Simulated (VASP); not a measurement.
# NaCl (Fm-3m) in VASP: further runs

NaCl is run at these levels: PBEsol; tasks: relaxation of cell and atoms.

All numbers are computed with VASP 6.6.1; they aren't measurements. Logs are shortened: lines on timing, memory, paths and dates and some standing lists are left out, and cuts for length are marked.

**1. The cell of the first run**

Symmetry: Fm-3m, No. 225, cubic system. The conventional cell has a = 5.602 Å, b = 5.602 Å, c = 5.602 Å, α = 90.00°, β = 90.00°, γ = 90.00°. Na (site symmetry m-3m) has 6 Cl at 2.80 Å within 3.7 Å. Within 3.7 Å of Cl (site symmetry m-3m) lie 6 Na at 2.80 Å.

**2. Relaxation of cell and atoms, PBEsol, target pressure 7 GPa, at which the enthalpy is minimised**

The input, INCAR:

```
  PREC = Accurate
  ENCUT = 600
  EDIFF = 1E-6
  ISMEAR = 0
  SIGMA = 0.01
  LREAL = F
  LASPH = T
  NELM = 60
  ALGO = Normal
  ISIF = 3
  LWAVE = F
  LCHARG = F
  GGA = PS
  IBRION = 2
  NSW = 100
  EDIFFG = -0.002
  PSTRESS = 70.0
```

The input, KPOINTS:

```
Automatic mesh
0
Gamma
  8 8 8
```

The input, POSCAR:

```
NaCl
1.0
    0.0000000000      2.8009539472      2.8009539472
    2.8009539472      0.0000000000      2.8009539472
    2.8009539472      2.8009539472      0.0000000000
Na Cl
1 1
Direct
    0.0000000000      0.0000000000      0.0000000000
    0.5000000000      0.5000000000      0.5000000000
```

Potentials or basis: VASP PAW PBE potentials, release 64 (Na_pv, Cl).

Command:

```bash
cat potpaw_PBE.64/Na_pv/POTCAR potpaw_PBE.64/Cl/POTCAR > POTCAR
mpirun -np 1 vasp_std > vasp.out
```

OUTCAR:

```text
PREC = Accurate
   ENCUT = 600
   EDIFF = 1E-6
   ISMEAR = 0
   LREAL = F
   LASPH = T
   NELM = 60
   ISIF = 3
   GGA = PS
   IBRION = 2
   NSW = 100
   EDIFFG = -0.002
   PSTRESS = 70.0

 ion  position               nearest neighbor table
   1  0.000  0.000  0.000-
   2  0.500  0.500  0.500-

  LATTYP: Found a face centered cubic cell.
 ALAT       =     5.6019078944

  Lattice vectors:

 A1 = (   0.0000000000,   2.8009539472,   2.8009539472)
 A2 = (   2.8009539472,   0.0000000000,   2.8009539472)
 A3 = (   2.8009539472,   2.8009539472,   0.0000000000)

Analysis of symmetry for initial positions (statically):
=====================================================================
 Subroutine PRICEL returns:
 Original cell was already a primitive cell.

 Routine SETGRP: Setting up the symmetry group for a
 face centered cubic supercell.

 Subroutine GETGRP returns: Found 48 space group operations
 (whereof 48 operations were pure point group operations)
 out of a pool of 48 trial point group operations.

The static configuration has the point symmetry O_h .

Analysis of symmetry for dynamics (positions and initial velocities):
=====================================================================
 Subroutine PRICEL returns:
 Original cell was already a primitive cell.

 Routine SETGRP: Setting up the symmetry group for a
 face centered cubic supercell.

 Subroutine GETGRP returns: Found 48 space group operations
 (whereof 48 operations were pure point group operations)
 out of a pool of 48 trial point group operations.

The dynamic configuration has the point symmetry O_h .

 Subroutine INISYM returns: Found 48 space group operations
 (whereof 48 operations are pure point group operations),
 and found     1 'primitive' translations

----------------------------------------------------------------------------------------

                                     Primitive cell

  volume of cell :      43.9489

  direct lattice vectors                    reciprocal lattice vectors
     0.000000000  2.800953947  2.800953947    -0.178510611  0.178510611  0.178510611
     2.800953947  0.000000000  2.800953947     0.178510611 -0.178510611  0.178510611
     2.800953947  2.800953947  0.000000000     0.178510611  0.178510611 -0.178510611

  length of vectors
     3.961147060  3.961147060  3.961147060     0.309189448  0.309189448  0.309189448

  position of ions in fractional coordinates (direct lattice)
     0.000000000  0.000000000  0.000000000
     0.500000000  0.500000000  0.500000000

  ion indices of the primitive-cell ions
   primitive index   ion index
                 1           1
                 2           2

----------------------------------------------------------------------------------------

 KPOINTS: Automatic mesh

Automatic generation of k-mesh.
 Grid dimensions read from file:
 generate k-points for:    8    8    8

 Generating k-lattice:

  Cartesian coordinates                     Fractional coordinates (reciprocal lattice)
    -0.022313826  0.022313826  0.022313826     0.125000000  0.000000000  0.000000000
     0.022313826 -0.022313826  0.022313826     0.000000000  0.125000000  0.000000000
     0.022313826  0.022313826 -0.022313826     0.000000000  0.000000000  0.125000000

  Length of vectors
     0.038648681  0.038648681  0.038648681

  Shift w.r.t. Gamma in fractional coordinates (k-lattice)
     0.000000000  0.000000000  0.000000000

 Subroutine IBZKPT returns following result:
 ===========================================

 Found     29 irreducible k-points:

 Following reciprocal coordinates:
            Coordinates               Weight
  0.000000  0.000000  0.000000      1.000000
  0.125000  0.000000  0.000000      8.000000
  0.250000  0.000000  0.000000      8.000000
  0.375000  0.000000  0.000000      8.000000
  0.500000  0.000000  0.000000      4.000000
  0.125000  0.125000  0.000000      6.000000
[... 16 lines left out ...]
  0.500000  0.250000  0.125000     48.000000
 -0.375000  0.250000  0.125000     24.000000
 [... further k-points ...]
   k-points           NKPTS =     29   k-points in BZ     NKDIM =     29   number of bands    NBANDS=     11
   number of dos      NEDOS =    301   number of ions     NIONS =      2
   total plane-waves  NPLWV =  32768
   dimension x,y,z NGX =    32 NGY =   32 NGZ =   32
   dimension x,y,z NGXF=    64 NGYF=   64 NGZF=   64
   ions per type =               1   1
   NGX,Y,Z   is equivalent  to a cutoff of  13.43, 13.43, 13.43 a.u.
   NGXF,Y,Z  is equivalent  to a cutoff of  26.86, 26.86, 26.86 a.u.
 SYSTEM =  unknown system
   PREC   = accura    normal or accurate (medium, high low for compatibility)
   ISTART =      0    job   : 0-new  1-cont  2-samecut
   ICHARG =      2    charge: 1-file 2-atom 10-const
   ISPIN  =      1    spin polarized calculation?
   LNONCOLLINEAR =      F non collinear calculations
   LSORBIT =      F    spin-orbit coupling
   LASPH  =      T    aspherical Exc in radial PAW
   ENCUT  =  600.0 eV  44.10 Ry    6.64 a.u.   7.91  7.91  7.91*2*pi/ulx,y,z
   NELM   =     60;   NELMIN=  2; NELMDL= -5     # of ELM steps
   EDIFF  = 0.1E-05   stopping-criterion for ELM
   LREAL  =      F    real-space projection
   EDIFFG = -.2E-02   stopping-criterion for IOM
   NSW    =    100    number of steps for IOM
   IBRION =      2    ionic relax: 0-MD 1-quasi-New 2-CG
   NFREE  =      1    steps in history (QN), initial steepest desc. (CG)
   ISIF   =      3    stress and relaxation
   ISYM   =      2    0-nonsym 1-usesym 2-fastsym
   POTIM  = 0.5000    time-step for ionic-motion
   TEBEG  =    0.0;   TEEND  =   0.0 temperature during run
   PSTRESS=   70.0 pullay stress
   NELECT =      14.0000    total number of electrons
   NUPDOWN=      -1.0000    fix difference up-down
   EMIN   =  10.00;   EMAX   =-10.00  energy-range for DOS
   EFERMI =   0.00;   METHOD = LEGACY
   ISMEAR =     0;   SIGMA  =   0.01  broadening in eV -4-tet -1-fermi 0-gaus
   EFERMI_NEDOS =   21; number of points for ismear=-14 and -15
   IALGO  =     38    algorithm
   IMIX   =      4    mixing-type and parameters
     AMIX     =   0.40;   BMIX     =  1.00
     AMIX_MAG =   1.60;   BMIX_MAG =  1.00
  volume/ion in A,a.u.               =      21.97       148.29
  Fermi-wavevector in a.u.,A,eV,Ry     =   1.118068  2.112842 17.008317  1.250076
  Thomas-Fermi vector in A             =   2.254696
   LORBIT       =      0    0 simple, 1 ext, 2 COOP (PROOUT), +10 PAW based schemes
   GGA     = PS    functional components
   LHFCALC =     F    Hartree Fock is set to
   AEXX    =    0.0000 exact exchange contribution
   IVDW    =     0    specifies the selected vdW correction
   LEPSILON=     F    determine dielectric tensor
   LRPA    =     F    only Hartree local field effects (RPA)
 conjugate gradient relaxation of ions
 non-spin polarized calculation
 Gauss-broadening in eV      SIGMA  =   0.01
  energy-cutoff  :      600.00
  volume of cell :       43.95
 maximum number of plane-waves:      1480
   NGX = 15   NGY = 15   NGZ = 15

--------------------------------------- Ionic step        1  -------------------------------------------

 number of electron      14.0000009 magnetization

 Free energy of the ion-electron system (eV)
  ---------------------------------------------------
  ext. energy  EPLUGINS =         0.00000000
  ---------------------------------------------------
  free energy    TOTEN  =        -6.99863407 eV

  energy without entropy =       -6.99863407  energy(sigma->0) =       -6.99863407

 E-fermi :  -0.5701     XC(G=0):  -8.4233

 val. band max:       -0.6667370916   @ k =   0.0000   0.0000   0.0000
 cond. band min:       4.3404431400   @ k =   0.0000   0.0000   0.0000
 fundamental gap:      5.0071802315
 Fermi energy:        -0.5700849337

 k-point     1 :       0.0000    0.0000    0.0000
  band No.  band energies     occupation
      1     -21.2803      2.00000
      2     -21.2803      2.00000
      3     -21.2803      2.00000
      4     -13.3580      2.00000
      5      -0.6667      2.00000
      6      -0.6667      2.00000
      7      -0.6667      2.00000
      8       4.3404      0.00000
      9      10.3504      0.00000
     10      10.3504      0.00000
     11      10.3504      0.00000
[... 309 lines left out ...]
 k-point    24 :      -0.3750    0.2500    0.1250
  band No.  band energies     occupation
      1     -21.3074      2.00000
      2     -21.2896      2.00000
      3     -21.2853      2.00000
      4     -12.9563      2.00000
      5      -2.4144      2.00000
      6      -1.4787      2.00000
      7      -1.1037      2.00000
      8       7.5307      0.00000
      9       8.8750      0.00000
     10       9.5117      0.00000
     11      11.0311      0.00000

 [... further k-points ...]
[... 5 lines left out ...]
  --------------------------------------------------------------------------------------
  -------------------------------------------------------------------------------------
  Total        0.0142677      0.0142677      0.0142677     -0.0000000      0.0000000      0.0000000
  in kB        0.5201368      0.5201368      0.5201368     -0.0000000      0.0000000      0.0000000
  external PRESSURE =     -69.4798632 kB  Pullay stress =      70.0000000 kB
[... 175 lines left out ...]
  enthalpy is  TOTEN    =        -5.2561178483 eV   P V=        1.6114574504

--------------------------------------- Ionic step        6  -------------------------------------------

 number of electron      14.0000005 magnetization

 Free energy of the ion-electron system (eV)
  ---------------------------------------------------
  ext. energy  EPLUGINS =         0.00000000
  ---------------------------------------------------
  free energy    TOTEN  =        -6.86628809 eV

  energy without entropy =       -6.86628809  energy(sigma->0) =       -6.86628809

 E-fermi :   0.5680     XC(G=0):  -9.2297

 val. band max:        0.5179116456   @ k =   0.0000   0.0000   0.0000
 cond. band min:       6.2850799240   @ k =   0.0000   0.0000   0.0000
 fundamental gap:      5.7671682784
 Fermi energy:         0.5680182646

 k-point     1 :       0.0000    0.0000    0.0000
  band No.  band energies     occupation
      1     -19.8552      2.00000
      2     -19.8552      2.00000
      3     -19.8552      2.00000
      4     -12.6738      2.00000
      5       0.5179      2.00000
      6       0.5179      2.00000
      7       0.5179      2.00000
      8       6.2851      0.00000
      9      11.6379      0.00000
     10      11.6379      0.00000
     11      11.6379      0.00000
[... 309 lines left out ...]
 k-point    24 :      -0.3750    0.2500    0.1250
  band No.  band energies     occupation
      1     -19.9161      2.00000
      2     -19.8744      2.00000
      3     -19.8651      2.00000
      4     -12.0120      2.00000
      5      -1.7811      2.00000
      6      -0.5828      2.00000
      7      -0.0882      2.00000
      8       9.1254      0.00000
      9      10.5853      0.00000
     10      11.5898      0.00000
     11      12.8307      0.00000

 [... further k-points ...]
[... 5 lines left out ...]
  --------------------------------------------------------------------------------------
  -------------------------------------------------------------------------------------
  Total        1.6137265      1.6137265      1.6137265      0.0000000      0.0000000      0.0000000
  in kB       70.1547190     70.1547190     70.1547190      0.0000000      0.0000000      0.0000000
  external PRESSURE =       0.1547190 kB  Pullay stress =      70.0000000 kB
[... 17 lines left out ...]
  FREE ENERGIE OF THE ION-ELECTRON SYSTEM (eV)
  ---------------------------------------------------
  free  energy   TOTEN  =        -6.8662880904 eV

  energy  without entropy=       -6.8662880904  energy(sigma->0) =       -6.86628809

  enthalpy is  TOTEN    =        -5.2561204564 eV   P V=        1.6101676340

 reached required accuracy - stopping structural energy minimisation
```

Run time: 36 s. Hardware: 1 thread of Intel Xeon Platinum 8488C (Sapphire Rapids), shared host; peak memory 0.18 GiB.

What came out:

```
Free energy                                            : -6.8663 eV
Relaxed volume                                         : 18.43 Å³/atom
Relaxed cell                                           : a = 3.735 Å, b = 3.735 Å, c = 3.735 Å, α = 60.00°, β = 60.00°, γ = 60.00°
Space group after relaxing (to 0.05 Å)                 : Fm-3m (No. 225)
Energy change on relaxing (the enthalpy is what falls) : +66.2 meV/atom
Ionic steps                                            : 6
Pressure after relaxing                                : 7.0 GPa
Band gap on the k mesh                                 : 5.77 eV, direct
```

Step by step:
| step | energy change (eV) | largest force (eV/Å) | pressure (GPa) | volume (Å³) |
| --- | --- | --- | --- | --- |
| 1 | 0.0000 | 0.0000 | 0.05 | 43.95 |
| 2 | 0.0828 | 0.0000 | 5.19 | 38.16 |
| 3 | 0.1283 | 0.0000 | 6.97 | 36.95 |
| 4 | 0.1340 | 0.0000 | 7.11 | 36.82 |
| 5 | 0.1311 | 0.0000 | 6.95 | 36.88 |
| 6 | 0.1323 | 0.0000 | 7.02 | 36.85 |

Final structure:
```yaml
crystal:
  lattice:
    - [0.00000, 2.64130, 2.64130]
    - [2.64130, 0.00000, 2.64130]
    - [2.64130, 2.64130, 0.00000]
  atoms:
    - { symbol: Na, position: [0.00000, 0.00000, 0.00000] }
    - { symbol: Cl, position: [0.50000, 0.50000, 0.50000] }
```

Caveat: the cell is relaxed towards a set pressure, so the enthalpy falls and the energy may rise; the volume moved by over 15 % at a fixed basis, so the end points are rough; the PAW data sets were made with another functional, which shifts forces and pressure a little. Expect the measured gap to be larger: semilocal functionals such as PBEsol lack the derivative discontinuity.

(Part 1 of 2 ends here.)
